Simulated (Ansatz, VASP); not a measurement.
**Two plane-wave programs on TiAl3**

```
Ti Al
1.0
     3.98744    0.00000    0.00000
     0.00000    3.98744    0.00000
     0.00000    0.00000    3.98744
Ti Al
1 3
Direct
  0.00000 0.00000 0.00000
  0.50000 0.50000 0.00000
  0.50000 0.00000 0.50000
  0.00000 0.50000 0.50000
```

Alike in both runs: task single point; functional PBEsol; k mesh 10 × 10 × 10; occupations gaussian, width 0.1 eV; no spin polarisation.

|  | VASP | Ansatz |
| --- | --- | --- |
| version | VASP 6.6.1 | Ansatz 0.2.0 |
| potentials or method | VASP PAW PBE potentials, release 64 (Ti_sv, Al), cutoff 520 eV | scalar-relativistic, plane waves, PAW |
| valence electrons in the cell | 21 | 21 |

VASP gave:

- gap on the k mesh at the Fermi level (eV): none
- pressure (GPa): -3.0

**Question.** Estimate Ansatz's values.

**Answer.** gap on the k mesh at the Fermi level (eV): none; pressure (GPa): -3.1.

VASP's potentials were made for PBE, not for PBEsol. A gap of «none» marks a metal or a gap that the smearing closes. With one functional, cell and mesh, what is left measures potentials, basis and numerics.
